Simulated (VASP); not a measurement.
TiSi16 (a cell with a defect): single point with PBEsol

System: TiSi16 (a cell with a defect).

```
Si Ti
1.0
     0.00000    5.43000    5.43000
     5.43000    0.00000    5.43000
     5.43000    5.43000    0.00000
Si Ti
16 1
Direct
  0.98951 0.00359 0.00388
  0.11287 0.12708 0.12737
  0.99213 0.00686 0.50088
  0.11258 0.12725 0.63355
  0.99216 0.50059 0.00713
  0.11264 0.63326 0.12750
  0.99191 0.50076 0.50102
  0.12586 0.62478 0.62503
  0.48643 0.00671 0.00706
  0.61916 0.12711 0.12746
  0.48615 0.00693 0.50094
  0.61025 0.14075 0.62499
  0.48620 0.50060 0.00724
  0.61030 0.62465 0.14108
  0.48890 0.50388 0.50421
  0.60994 0.62492 0.62522
  0.73904 0.75380 0.75412
```

```json
{
  "Program": "VASP 6.6.1",
  "Task": "single point",
  "Functional": "PBEsol",
  "Potentials or basis": "VASP PAW PBE potentials, release 64 (Si, Ti_sv)",
  "Cutoff": "520 eV",
  "k mesh": "2 × 2 × 2",
  "Occupations": "fermi-dirac, width 0.02 eV",
  "Spin": "no spin polarisation"
}
```

- Pressure: 2.1 GPa
- Largest force: 0.012 eV/Å
- Band gap on the k mesh: zero (bands 38 and 39 overlap by 0.41 eV)

Forces on the atoms (eV/Å):
```
Si   0.001  0.001  0.001
Si   0.005  0.006  0.007
Si  -0.002  0.002 -0.008
Si  -0.005 -0.002  0.007
Si  -0.002 -0.007  0.003
Si  -0.005  0.008 -0.003
Si   0.007  0.001  0.001
Si   0.002 -0.002 -0.001
Si  -0.008 -0.001 -0.001
Si   0.002 -0.005 -0.004
Si   0.001  0.011  0.000
Si   0.004 -0.004  0.001
Si   0.001  0.001  0.009
Si   0.004  0.000 -0.004
Si  -0.001  0.003  0.003
Si  -0.005 -0.003 -0.003
Ti   0.002 -0.010 -0.008
```

Levels at points of the mesh, in eV from the Fermi level:
```csv
k point,band 35,band 36,band 37,band 38,band 39,band 40
"(0.00, 0.00, 0.00)",-0.95,-0.95,-0.38,-0.38,-0.38,-0.13
"(0.50, 0.00, 0.00)",-1.30,-1.30,-0.27,0.03,0.03,0.44
"(0.00, 0.50, 0.00)",-1.30,-1.30,-0.27,0.03,0.03,0.44
"(0.00, 0.00, 0.50)",-1.30,-1.30,-0.27,0.03,0.03,0.44
"(0.50, 0.50, 0.50)",-1.30,-1.30,-0.27,0.03,0.03,0.44
"(0.50, 0.50, 0.00)",-1.94,-1.82,-0.71,-0.04,0.59,0.59
"(0.00, 0.50, 0.50)",-1.94,-1.82,-0.71,-0.04,0.59,0.59
"(0.50, 0.00, 0.50)",-1.94,-1.82,-0.71,-0.04,0.59,0.59
```

Wall time 7.4 min on 1 thread of Intel Xeon 8259CL, on a shared host, peak memory 0.49 GiB.

Caveat: the k points lie up to 0.50 Å⁻¹ apart; the PAW data sets were made with another functional, which shifts forces and pressure a little.
